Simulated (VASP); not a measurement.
Crystal: NiO2.

```
Ni O
1.0
     2.72399    0.00000    0.00000
    -1.36199    2.35904    0.00000
     0.00000    0.00000    4.32678
Ni O
1 2
Direct
  0.00000 0.00000 0.50000
  0.66667 0.33333 0.70674
  0.33333 0.66667 0.29326
```

This cell differs from its parent crystal: c/a of the conventional cell at fixed volume 1.5884.

Base run:

```yaml
Program: VASP 6.6.1
Functional: LDA
Potentials_or_basis: VASP PAW LDA potentials, release 64 (Ni, O)
Cutoff: 520 eV
k_mesh: 12 × 12 × 6
Occupations: gaussian, width 0.05 eV
Spin: no spin polarisation
```

Its results: band gap on the k mesh 0.88 eV, indirect (least direct gap 1.19 eV); pressure 13.7 GPa; largest force 1.070 eV/Å.

Problem. The run is repeated on the same cell with these changes: potentials or basis from VASP PAW LDA potentials, release 64 (Ni, O) to VASP PAW LDA potentials, release 64 (Ni_sv_GW, O); cutoff from 520 eV to 600 eV; further incar settings from ALGO = Normal; EDIFF = 1e-07; NBANDS = 18 to ALGO = Normal; EDIFF = 1e-06; NBANDS = 22; valence electrons from 22 to 30. What comes out?

Solution. Band gap on the k mesh 0.89 eV, indirect (least direct gap 1.20 eV); pressure 12.4 GPa; largest force 1.096 eV/Å.

Caveats: forces of over 1 eV/Å act on the atoms, so gaps and moduli don't describe the material at rest.

A k mesh can miss the band edges.
